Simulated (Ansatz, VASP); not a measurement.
**Cu in VASP and in Ansatz**

```
Cu
1.0
     2.53076    0.00000    0.00000
    -1.26538    2.19171    0.00000
     0.00000    0.00000    8.26182
Cu
4
Direct
  0.01568 0.00415 0.99309
  0.34069 0.70004 0.24376
  0.01759 0.01134 0.48351
  0.66645 0.34453 0.74476
```

Alike in both runs: task single point; functional LDA; k mesh 7 × 7 × 2; no spin polarisation.

|  | VASP | Ansatz |
| --- | --- | --- |
| version | VASP 6.6.1 | Ansatz 0.2.0 |
| potentials or method | VASP PAW LDA potentials, release 64 (Cu), cutoff 600 eV | plane waves, PAW |
| occupations | methfessel-paxton of order 1, width 0.15 eV | cold, width 0.15 eV |
| valence electrons in the cell | 44 | 76 |

Ansatz gave:

| Item | Value |
| --- | --- |
| pressure (GPa) | -8.3 |
| traceless stress, the component that is largest in VASP (GPa) | -0.60 |
| rms of the force components (eV/Å) | 0.233 |

Task: Which values does VASP return?

Result: Pressure (GPa): -7.3; traceless stress, the component that is largest in VASP (GPa): -0.53; rms of the force components (eV/Å): 0.238.

LDA's correlation is that of Perdew and Zunger in VASP and of Perdew and Wang (1992) in Ansatz. Atom by atom the forces differ by 0.007 eV/Å (rms over components). VASP's potentials hold 44 valence electrons a cell and Ansatz's 76, so a difference there can come from the potentials and not from the codes. Ansatz's warnings: stress scf threshold loose.

The k mesh is coarse, so the values compare programs but aren't converged.
